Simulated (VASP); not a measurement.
# Al2SiF2 (P-6m2) in VASP: single point with PBE

Aim: the single point of Al2SiF2 with PBE.

All numbers are computed with VASP 6.6.1; they aren't measurements. Logs are shortened: lines on timing, memory, paths and dates and some standing lists are left out, and cuts for length are marked.

### 1 The cell of the first run

Symmetry: P-6m2, No. 187, hexagonal system. The conventional cell has a = 4.207 Å, b = 4.207 Å, c = 7.957 Å, α = 90.00°, β = 90.00°, γ = 120.00°. Within 2.4 Å of Al (site symmetry -6m2) lie 2 F at 1.82 Å. Within 3.3 Å of Al (site symmetry -6m2) lie 3 Si at 2.43 Å and 6 F at 3.25 Å. Si (site symmetry -6m2) has 2 F at 2.15 Å and 3 Al at 2.43 Å within 2.8 Å. F (site symmetry 3m) has 1 Al at 1.82 Å and 1 Si at 2.15 Å within 2.4 Å.

The cell was built from a structure type or drawn by symmetry, and may not be a known phase.

### 2 Single point, PBE

INCAR

```
SYSTEM = Al2SiF2
  PREC = Accurate
  ENCUT = 600
  EDIFF = 1E-6
  ISMEAR = 0
  SIGMA = 0.15
  LREAL = .False.
  LASPH = .True.
  NELM = 120
  ALGO = Normal
  ISIF = 2
  LWAVE = .False.
  LCHARG = .True.
  GGA = PE
  LELF = .True.
  LVHAR = .True.
  NBANDS = 20
  GGA_COMPAT = .False.
```

KPOINTS

```
Automatic mesh
0
Gamma
  4 4 2
  0 0 0
```

POSCAR

```
Al2SiF2
1.0
    4.2073217819      0.0000000000      0.0000000000
   -2.1036608910      3.6436475450      0.0000000000
    0.0000000000      0.0000000000      7.9566089881
Al Si F
2 1 2
Direct
    0.6666666667      0.3333333333      0.0000000000
    0.3333333333      0.6666666667      0.5000000000
    0.6666666667      0.3333333333      0.5000000000
    0.6666666667      0.3333333333      0.7706745802
    0.6666666667      0.3333333333      0.2293254198
```

Potentials or basis: VASP PAW PBE potentials, release 64 (Al, Si, F).

Launch:

```console
cat potpaw_PBE.64/Al/POTCAR potpaw_PBE.64/Si/POTCAR potpaw_PBE.64/F/POTCAR > POTCAR
mpirun -np 1 vasp_std > vasp.out
```

OUTCAR:

```text
SYSTEM = Al2SiF2
   PREC = Accurate
   ENCUT = 600
   EDIFF = 1E-6
   ISMEAR = 0
   LREAL = .False.
   LASPH = .True.
   NELM = 120
   ISIF = 2
   GGA = PE

 ion  position               nearest neighbor table
   1  0.667  0.333  0.000-   4 1.82   5 1.82
   2  0.333  0.667  0.500-   3 2.43   3 2.43   3 2.43
   3  0.667  0.333  0.500-   4 2.15   5 2.15   2 2.43   2 2.43   2 2.43
   4  0.667  0.333  0.771-   1 1.82   3 2.15
   5  0.667  0.333  0.229-   1 1.82   3 2.15

  LATTYP: Found a hexagonal cell.
 ALAT       =     4.2073217819
 C/A-ratio  =     1.8911339328

  Lattice vectors:

 A1 = (   4.2073217819,   0.0000000000,   0.0000000000)
 A2 = (  -2.1036608910,   3.6436475450,   0.0000000000)
 A3 = (   0.0000000000,   0.0000000000,   7.9566089881)

Analysis of symmetry for initial positions (statically):
=====================================================================
 Subroutine PRICEL returns:
 Original cell was already a primitive cell.

 Routine SETGRP: Setting up the symmetry group for a
 hexagonal supercell.

 Subroutine GETGRP returns: Found 12 space group operations
 (whereof 12 operations were pure point group operations)
 out of a pool of 24 trial point group operations.

The static configuration has the point symmetry D_3h.

Analysis of symmetry for dynamics (positions and initial velocities):
=====================================================================
 Subroutine PRICEL returns:
 Original cell was already a primitive cell.

 Routine SETGRP: Setting up the symmetry group for a
 hexagonal supercell.

 Subroutine GETGRP returns: Found 12 space group operations
 (whereof 12 operations were pure point group operations)
 out of a pool of 24 trial point group operations.

The dynamic configuration has the point symmetry D_3h.

 Subroutine INISYM returns: Found 12 space group operations
 (whereof 12 operations are pure point group operations),
 and found     1 'primitive' translations

----------------------------------------------------------------------------------------

                                     Primitive cell

  volume of cell :     121.9748

  direct lattice vectors                    reciprocal lattice vectors
     4.207321782  0.000000000  0.000000000     0.237680893  0.137225128  0.000000000
    -2.103660891  3.643647545  0.000000000     0.000000000  0.274450256  0.000000000
     0.000000000  0.000000000  7.956608988     0.000000000  0.000000000  0.125681682

  length of vectors
     4.207321782  4.207321782  7.956608988     0.274450256  0.274450256  0.125681682

  position of ions in fractional coordinates (direct lattice)
     0.666666667  0.333333333  0.000000000
     0.333333333  0.666666667  0.500000000
     0.666666667  0.333333333  0.500000000
     0.666666667  0.333333333  0.770674580
     0.666666667  0.333333333  0.229325420

  ion indices of the primitive-cell ions
   primitive index   ion index
                 1           1
                 2           2
                 3           3
                 4           4
                 5           5

----------------------------------------------------------------------------------------

 KPOINTS: Automatic mesh

Automatic generation of k-mesh.
 Grid dimensions read from file:
 generate k-points for:    4    4    2

 Generating k-lattice:

  Cartesian coordinates                     Fractional coordinates (reciprocal lattice)
     0.059420223  0.034306282  0.000000000     0.250000000  0.000000000  0.000000000
     0.000000000  0.068612564  0.000000000     0.000000000  0.250000000  0.000000000
     0.000000000  0.000000000  0.062840841     0.000000000  0.000000000  0.500000000

  Length of vectors
     0.068612564  0.068612564  0.062840841

  Shift w.r.t. Gamma in fractional coordinates (k-lattice)
     0.000000000  0.000000000  0.000000000

 Subroutine IBZKPT returns following result:
 ===========================================

 Found      8 irreducible k-points:

 Following reciprocal coordinates:
            Coordinates               Weight
  0.000000  0.000000  0.000000      1.000000
  0.250000  0.000000  0.000000      6.000000
  0.500000  0.000000  0.000000      3.000000
  0.250000  0.250000  0.000000      6.000000
  0.000000  0.000000  0.500000      1.000000
  0.250000  0.000000  0.500000      6.000000
  0.500000  0.000000  0.500000      3.000000
  0.250000  0.250000  0.500000      6.000000
   k-points           NKPTS =      8   k-points in BZ     NKDIM =      8   number of bands    NBANDS=     20
   number of dos      NEDOS =    301   number of ions     NIONS =      5
   total plane-waves  NPLWV =  82944
   dimension x,y,z NGX =    36 NGY =   36 NGZ =   64
   dimension x,y,z NGXF=    72 NGYF=   72 NGZF=  128
   ions per type =               2   1   2
   NGX,Y,Z   is equivalent  to a cutoff of  14.22, 14.22, 13.37 a.u.
   NGXF,Y,Z  is equivalent  to a cutoff of  28.45, 28.45, 26.74 a.u.
 SYSTEM =  Al2SiF2
   PREC   = accura    normal or accurate (medium, high low for compatibility)
   ISTART =      0    job   : 0-new  1-cont  2-samecut
   ICHARG =      2    charge: 1-file 2-atom 10-const
   ISPIN  =      1    spin polarized calculation?
   LNONCOLLINEAR =      F non collinear calculations
   LSORBIT =      F    spin-orbit coupling
   LASPH  =      T    aspherical Exc in radial PAW
   ENCUT  =  600.0 eV  44.10 Ry    6.64 a.u.   8.40  8.40 15.89*2*pi/ulx,y,z
   NELM   =    120;   NELMIN=  2; NELMDL= -5     # of ELM steps
   EDIFF  = 0.1E-05   stopping-criterion for ELM
   LREAL  =      F    real-space projection
   EDIFFG = 0.1E-04   stopping-criterion for IOM
   NSW    =      0    number of steps for IOM
   IBRION =     -1    ionic relax: 0-MD 1-quasi-New 2-CG
   NFREE  =      0    steps in history (QN), initial steepest desc. (CG)
   ISIF   =      2    stress and relaxation
   ISYM   =      2    0-nonsym 1-usesym 2-fastsym
   POTIM  = 0.5000    time-step for ionic-motion
   TEBEG  =    0.0;   TEEND  =   0.0 temperature during run
   PSTRESS=    0.0 pullay stress
   NELECT =      24.0000    total number of electrons
   NUPDOWN=      -1.0000    fix difference up-down
   EMIN   =  10.00;   EMAX   =-10.00  energy-range for DOS
   EFERMI =   0.00;   METHOD = LEGACY
   ISMEAR =     0;   SIGMA  =   0.15  broadening in eV -4-tet -1-fermi 0-gaus
   EFERMI_NEDOS =   21; number of points for ismear=-14 and -15
   IALGO  =     38    algorithm
   IMIX   =      4    mixing-type and parameters
     AMIX     =   0.40;   BMIX     =  1.00
     AMIX_MAG =   1.60;   BMIX_MAG =  1.00
  volume/ion in A,a.u.               =      24.39       164.63
  Fermi-wavevector in a.u.,A,eV,Ry     =   0.952186  1.799371 12.335838  0.906659
  Thomas-Fermi vector in A             =   2.080726
   LORBIT       =      0    0 simple, 1 ext, 2 COOP (PROOUT), +10 PAW based schemes
   GGA     = PE    functional components
   LHFCALC =     F    Hartree Fock is set to
   AEXX    =    0.0000 exact exchange contribution
   IVDW    =     0    specifies the selected vdW correction
   LEPSILON=     F    determine dielectric tensor
   LRPA    =     F    only Hartree local field effects (RPA)
 non-spin polarized calculation
 Gauss-broadening in eV      SIGMA  =   0.15
  energy-cutoff  :      600.00
  volume of cell :      121.97
 maximum number of plane-waves:      4090
 NGX is ok and might be reduce to    36
   NGX = 17   NGY = 17   NGZ = 31

 number of electron      24.0000007 magnetization

 Free energy of the ion-electron system (eV)
  ---------------------------------------------------
  ext. energy  EPLUGINS =         0.00000000
  ---------------------------------------------------
  free energy    TOTEN  =       -21.04981102 eV

  energy without entropy =      -21.03905206  energy(sigma->0) =      -21.04443154

 E-fermi :   1.9311     XC(G=0):  -7.4532

 val. band max:        1.8314362302   @ k =   0.5000   0.0000   0.0000
 cond. band min:       2.4280831468   @ k =   0.2500   0.0000   0.0000
 fundamental gap:      0.5966469166
 Fermi energy:         1.9311427226

 k-point     1 :       0.0000    0.0000    0.0000
  band No.  band energies     occupation
      1     -22.9005      2.00000
      2     -22.8373      2.00000
      3      -7.9039      2.00000
      4      -5.9606      2.00000
      5      -4.9690      2.00000
      6      -3.9500      2.00000
[... 12 lines left out ...]
     19       7.6297      0.00000
     20       9.1059      0.00000

 k-point     2 :       0.2500    0.0000    0.0000
  band No.  band energies     occupation
      1     -22.8954      2.00000
      2     -22.8330      2.00000
      3      -7.6193      2.00000
      4      -5.9317      2.00000
      5      -4.8240      2.00000
      6      -3.9931      2.00000
[... 12 lines left out ...]
     19       7.5266      0.00000
     20       8.1571      0.00000

 k-point     3 :       0.5000    0.0000    0.0000
  band No.  band energies     occupation
      1     -22.8903      2.00000
      2     -22.8286      2.00000
      3      -7.2902      2.00000
      4      -5.9022      2.00000
      5      -4.6360      2.00000
      6      -4.0917      2.00000
[... 12 lines left out ...]
     19       9.0178      0.00000
     20       9.6185      0.00000

 k-point     4 :       0.2500    0.2500    0.0000
  band No.  band energies     occupation
      1     -22.8903      2.00000
      2     -22.8287      2.00000
      3      -7.2986      2.00000
      4      -5.9025      2.00000
      5      -4.5990      2.00000
      6      -4.1464      2.00000
[... 12 lines left out ...]
     19       7.6363      0.00000
     20       9.3992      0.00000

 k-point     5 :       0.0000    0.0000    0.5000
  band No.  band energies     occupation
      1     -22.8906      2.00000
      2     -22.8475      2.00000
      3      -7.7321      2.00000
      4      -6.5452      2.00000
      5      -4.3567      2.00000
      6      -3.8942      2.00000
[... 12 lines left out ...]
     19       6.9587      0.00000
     20       8.3600      0.00000

 k-point     6 :       0.2500    0.0000    0.5000
  band No.  band energies     occupation
      1     -22.8858      2.00000
      2     -22.8428      2.00000
      3      -7.4105      2.00000
      4      -6.4818      2.00000
      5      -4.4262      2.00000
      6      -4.0826      2.00000
[... 12 lines left out ...]
     19       7.4884      0.00000
     20       8.0592      0.00000

 k-point     7 :       0.5000    0.0000    0.5000
  band No.  band energies     occupation
      1     -22.8811      2.00000
      2     -22.8381      2.00000
      3      -7.0156      2.00000
      4      -6.4170      2.00000
      5      -4.5267      2.00000
      6      -4.2388      2.00000
[... 12 lines left out ...]
     19       8.0753      0.00000
     20       9.1004      0.00000

 k-point     8 :       0.2500    0.2500    0.5000
  band No.  band energies     occupation
      1     -22.8811      2.00000
      2     -22.8381      2.00000
      3      -7.0281      2.00000
      4      -6.4174      2.00000
      5      -4.4510      2.00000
      6      -4.1750      2.00000
[... 12 lines left out ...]
     19       7.7654      0.00000
     20       8.3127      0.00000

------------------------ aborting loop because EDIFF is reached ----------------------------------------

  FORCE on cell =-STRESS in cart. coord.  units (eV):
  Direction    XX          YY          ZZ          XY          YZ          ZX
  --------------------------------------------------------------------------------------
  -------------------------------------------------------------------------------------
  Total        0.2813891      0.2813891      0.3073153     -0.0000000      0.0000000     -0.0000000
  in kB        3.6961340      3.6961340      4.0366831     -0.0000000      0.0000000     -0.0000000
  external PRESSURE =       3.8096504 kB  Pullay stress =       0.0000000 kB

 VOLUME and BASIS-vectors are now :
 -----------------------------------------------------------------------------
  energy-cutoff  :      600.00
  volume of cell :      121.97
      direct lattice vectors                 reciprocal lattice vectors
     4.207321782  0.000000000  0.000000000     0.237680893  0.137225128  0.000000000
    -2.103660891  3.643647545  0.000000000     0.000000000  0.274450256  0.000000000
     0.000000000  0.000000000  7.956608988     0.000000000  0.000000000  0.125681682

 POSITION                                       TOTAL-FORCE (eV/Angst)
 -----------------------------------------------------------------------------------
      2.10366      1.21455      0.00000         0.000000      0.000000      0.000000
     -0.00000      2.42910      3.97830         0.000000      0.000000      0.000000
      2.10366      1.21455      3.97830         0.000000      0.000000      0.000000
      2.10366      1.21455      6.13196         0.000000      0.000000     -0.067330
      2.10366      1.21455      1.82465        -0.000000      0.000000      0.067330
 -----------------------------------------------------------------------------------
    total drift:                               -0.000001      0.000001      0.000000

  FREE ENERGIE OF THE ION-ELECTRON SYSTEM (eV)
  ---------------------------------------------------
  free  energy   TOTEN  =       -21.0498110237 eV

  energy  without entropy=      -21.0390520634  energy(sigma->0) =      -21.04443154
```

It took 26 s on 1 thread of Intel Xeon Platinum 8259CL at 2.50GHz (Skylake/Cascade Lake), shared host; peak memory 0.27 GiB.

What came out:

| Property | Result |
| --- | --- |
| Free energy | -21.0498 eV |
| Pressure | 0.4 GPa |
| Largest force | 0.067 eV/Å |
| Band gap on the k mesh | zero (bands 12 and 13 overlap by 0.04 eV) |

Forces in eV/Å, atoms in the order of the input:
```
Al   0.000  0.000  0.000
Al   0.000  0.000  0.000
Si   0.000  0.000  0.000
F    0.000  0.000 -0.067
F    0.000  0.000  0.067
```

Caveat: the k points lie up to 0.43 Å⁻¹ apart.
